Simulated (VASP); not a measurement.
# Sc (Fm-3m) in VASP: further runs, part 2 of 2

VASP 6.6.1.

## Step 5: Single point, PBE (25.74 Å³/atom)

This run uses another cell than the first one, of 25.74 Å³/atom.

File INCAR:

```
SYSTEM = Sc
ALGO = Normal
EDIFF = 1E-6
ENCUT = 500
GGA = PE
GGA_COMPAT = .FALSE.
ISIF = 2
ISMEAR = -1
LASPH = .TRUE.
LCHARG = .FALSE.
LREAL = .FALSE.
LWAVE = .FALSE.
NBANDS = 12
NELM = 120
PREC = Accurate
SIGMA = 0.1
```

File KPOINTS:

```
k-points
0
G
  13 13 13
  0 0 0
```

File POSCAR:

```
Sc
1.0
    0.0000000000      2.3435215566      2.3435215566
    2.3435215566      0.0000000000      2.3435215566
    2.3435215566      2.3435215566      0.0000000000
Sc
1
Direct
    0.0000000000      0.0000000000      0.0000000000
```

Potentials or basis: VASP PAW PBE potentials, release 64 (Sc_sv).

Run with:

```sh
$ cat potpaw_PBE.64/Sc_sv/POTCAR > POTCAR
$ mpirun -np 1 vasp_std > vasp.out
```

OUTCAR:

```text
SYSTEM = Sc
   EDIFF = 1E-6
   ENCUT = 500
   GGA = PE
   ISIF = 2
   ISMEAR = -1
   LASPH = .TRUE.
   LREAL = .FALSE.
   NELM = 120
   PREC = Accurate

 ion  position               nearest neighbor table
   1  0.000  0.000  0.000-

  LATTYP: Found a face centered cubic cell.
 ALAT       =     4.6870431132

  Lattice vectors:

 A1 = (   0.0000000000,   2.3435215566,   2.3435215566)
 A2 = (   2.3435215566,   0.0000000000,   2.3435215566)
 A3 = (   2.3435215566,   2.3435215566,   0.0000000000)

Analysis of symmetry for initial positions (statically):
=====================================================================
 Subroutine PRICEL returns:
 Original cell was already a primitive cell.

 Routine SETGRP: Setting up the symmetry group for a
 face centered cubic supercell.

 Subroutine GETGRP returns: Found 48 space group operations
 (whereof 48 operations were pure point group operations)
 out of a pool of 48 trial point group operations.

The static configuration has the point symmetry O_h .

Analysis of symmetry for dynamics (positions and initial velocities):
=====================================================================
 Subroutine PRICEL returns:
[... 159 lines left out ...]
 Fermi energy:         3.4902567744

 k-point     1 :       0.0000    0.0000    0.0000
  band No.  band energies     occupation
      1     -46.0664      2.00000
      2     -24.5049      2.00000
      3     -24.5049      2.00000
      4     -24.5049      2.00000
      5      -1.6166      2.00000
      6       5.0069      0.00000
      7       5.0069      0.00000
      8       5.0069      0.00000
      9       6.3046      0.00000
     10       6.3046      0.00000
     11      15.7569      0.00000
     12      18.9703      0.00000
[... 331 lines left out ...]
 k-point    24 :       0.4615    0.1538    0.0000
  band No.  band energies     occupation
      1     -46.0163      2.00000
      2     -24.8001      2.00000
      3     -24.5867      2.00000
      4     -24.5674      2.00000
      5       1.8018      2.00000
      6       3.4612      1.14406
      7       4.5950      0.00003
      8       5.3204      0.00000
      9       7.1705      0.00000
     10       7.2437      0.00000
     11      10.4370      0.00000
     12      15.0932      0.00000

 [... further k-points ...]
[... 5 lines left out ...]
  --------------------------------------------------------------------------------------
  -------------------------------------------------------------------------------------
  Total       -0.2955974     -0.2955974     -0.2955974     -0.0000000     -0.0000000      0.0000000
  in kB      -18.3981572    -18.3981572    -18.3981572     -0.0000000     -0.0000000      0.0000000
  external PRESSURE =     -18.3981572 kB  Pullay stress =       0.0000000 kB

 VOLUME and BASIS-vectors are now :
 -----------------------------------------------------------------------------
  energy-cutoff  :      500.00
  volume of cell :       25.74
      direct lattice vectors                 reciprocal lattice vectors
     0.000000000  2.343521557  2.343521557    -0.213354129  0.213354129  0.213354129
     2.343521557  0.000000000  2.343521557     0.213354129 -0.213354129  0.213354129
     2.343521557  2.343521557  0.000000000     0.213354129  0.213354129 -0.213354129

 POSITION                                       TOTAL-FORCE (eV/Angst)
 -----------------------------------------------------------------------------------
      0.00000      0.00000      0.00000         0.000000      0.000000      0.000000
 -----------------------------------------------------------------------------------
    total drift:                                0.000000      0.000000     -0.000000

  FREE ENERGIE OF THE ION-ELECTRON SYSTEM (eV)
  ---------------------------------------------------
  free  energy   TOTEN  =        -6.2281370495 eV

  energy  without entropy=       -6.1612451232  energy(sigma->0) =       -6.19469109
```

OSZICAR:

```text
N       E                     dE             d eps       ncg     rms          rms(c)
DAV:   1     0.728797689173E+02    0.72880E+02   -0.48711E+03  2024   0.855E+02
DAV:   2    -0.543935498251E+01   -0.78319E+02   -0.76583E+02  2016   0.281E+02
DAV:   3    -0.692731411590E+01   -0.14880E+01   -0.14544E+01  2640   0.504E+01
DAV:   4    -0.695648971484E+01   -0.29176E-01   -0.29139E-01  2528   0.569E+00
DAV:   5    -0.695689273487E+01   -0.40302E-03   -0.40301E-03  2776   0.621E-01    0.513E+00
DAV:   6    -0.631348606635E+01    0.64341E+00   -0.97532E-01  3028   0.139E+01    0.149E+00
DAV:   7    -0.623337382044E+01    0.80112E-01   -0.18820E-01  3188   0.585E+00    0.629E-01
DAV:   8    -0.622919198912E+01    0.41818E-02   -0.19225E-02  2548   0.201E+00    0.199E-01
DAV:   9    -0.622815546856E+01    0.10365E-02   -0.36879E-03  3008   0.856E-01    0.356E-02
DAV:  10    -0.622813974639E+01    0.15722E-04   -0.13903E-04  3128   0.148E-01    0.114E-02
DAV:  11    -0.622813683960E+01    0.29068E-05   -0.91560E-06  3116   0.427E-02    0.109E-03
DAV:  12    -0.622813704947E+01   -0.20987E-06   -0.57435E-08  1228   0.316E-03
   1 F= -.62281370E+01 E0= -.61946911E+01  d E =-.668919E-01
```

stdout:

```text
POSCAR found type information on POSCAR Sc
 POSCAR found :  1 types and       1 ions
 scaLAPACK will be used
 LDA part: xc-table for (Slater+PW92), standard interpolation
 POSCAR, INCAR and KPOINTS ok, starting setup
 FFT: planning ... GRIDC
 FFT: planning ... GRID_SOFT
 FFT: planning ... GRID
 WAVECAR not read
 entering main loop
```

It took 27 s on 1 thread of Intel Xeon 8259CL, shared host; peak memory 0.15 GiB.

What came out:

```
Free energy            : -6.2281 eV
Pressure               : -1.8 GPa
Band gap on the k mesh : zero (an odd number of electrons rules out a gap without spin polarisation)
```

Levels at points of the mesh, in eV from the Fermi level:
| k point | band 3 | band 4 | band 5 | band 6 | band 7 | band 8 |
| --- | --- | --- | --- | --- | --- | --- |
| (0.00, 0.00, 0.00) | -28.00 | -28.00 | -5.11 | 1.52 | 1.52 | 1.52 |

## Step 6: Single point, PBE (26.73 Å³/atom)

This run uses another cell than the first one, of 26.73 Å³/atom.

File INCAR:

```
SYSTEM = Sc
PREC = Accurate
ENCUT = 500
EDIFF = 1E-6
ISMEAR = -1
SIGMA = 0.1
LREAL = .False.
LASPH = .True.
NELM = 120
ALGO = Normal
ISIF = 2
LWAVE = .False.
LCHARG = .False.
GGA = PE
NBANDS = 12
GGA_COMPAT = .False.
```

File KPOINTS:

```
regular mesh
0
Gamma
  13 13 13
  0 0 0
```

File POSCAR:

```
Sc
1.0
    0.0000000000      2.3731895359      2.3731895359
    2.3731895359      0.0000000000      2.3731895359
    2.3731895359      2.3731895359      0.0000000000
Sc
1
Direct
    0.0000000000      0.0000000000      0.0000000000
```

Potentials or basis: VASP PAW PBE potentials, release 64 (Sc_sv).

Run with:

```sh
$ cat potpaw_PBE.64/Sc_sv/POTCAR > POTCAR
$ mpirun -np 1 vasp_std > vasp.out
```

It took 23 s on 1 thread of Intel Xeon 8259CL, shared host; peak memory 0.15 GiB.

Results (log left out):

| Item | Value |
| --- | --- |
| Free energy | -6.2121 eV |
| Pressure | -3.4 GPa |
| Band gap on the k mesh | zero (an odd number of electrons rules out a gap without spin polarisation) |

Levels at points of the mesh, in eV from the Fermi level:
```
           k point  band 3  band 4  band 5  band 6  band 7  band 8
(0.00, 0.00, 0.00)  -28.11  -28.11   -5.03    1.46    1.46    1.46
```

Caveat: the cell stands under tension.

## Step 7: Summary

```csv
cell,gap on the mesh (eV),pressure (GPa)
"a = 3.182 Å, angles 60.0°, 1 atom",none,4.9
"a = 3.227 Å, angles 60.0°, 1 atom",none,2.3
"a = 3.271 Å, angles 60.0°, 1 atom",none,0.0
"a = 3.314 Å, angles 60.0°, 1 atom",none,-1.8
"a = 3.356 Å, angles 60.0°, 1 atom",none,-3.4
```

Alike in all rows: task single point; level PBE; potentials or basis VASP PAW PBE potentials, release 64 (Sc_sv); no spin polarisation; k mesh 13 × 13 × 13; cutoff (eV) 500; smearing fermi-dirac 0.1 eV.

Caveats: the cell stands under pressure (at least some runs); the cell stands under tension (at least some runs).

Total energies depend on the potentials used, so only differences within one code and one set of settings carry meaning.
